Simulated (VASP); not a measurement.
Runs of VASP 6.6.1 on TiNi. The structure is that of space group Pm-3m (No. 221), or close to it. The cells are those of the table. 

| cell | gap on the mesh (eV) | pressure (GPa) |
| --- | --- | --- |
| a = 2.882, b = 2.882, c = 3.024 Å, 2 atoms | none | 7.8 |
| a = 3.015 Å, 2 atoms | none | (c) |
| a = 2.882 Å, 2 atoms | none | 18.9 |
| a = 2.882, b = 2.882, c = 3.126 Å, 2 atoms | none | 1.3 |
| a = 2.837 Å, 2 atoms | none | 31.7 |
| a = 2.971 Å, 2 atoms | none | -0.3 |
| a = 3.105 Å, 2 atoms | none | -17.5 |
| a = 3.060 Å, 2 atoms | none | -13.0 |
| a = 2.926, b = 2.926, c = 3.048 Å, 2 atoms | none | 0.5 |
| a = 2.926, b = 2.926, c = 2.998 Å, 2 atoms | none | (a) |
| a = 2.926 Å, 2 atoms | none | (b) |

Alike in all rows: task single point; level PBEsol; potentials or basis VASP PAW PBE potentials, release 64 (Ti_sv, Ni); no spin polarisation; k mesh 18 × 18 × 18; cutoff (eV) 520; smearing gaussian 0.1 eV.

Q: Fill in the values left out.

A: (a) 3.5; (b) 8.3; (c) -7.3.

Caveats: the PAW data sets were made with another functional, which shifts forces and pressure a little; the cell stands under pressure (at least some runs); the cell stands under tension (at least some runs).

A gap of «none» marks levels without a gap at the run's occupations.
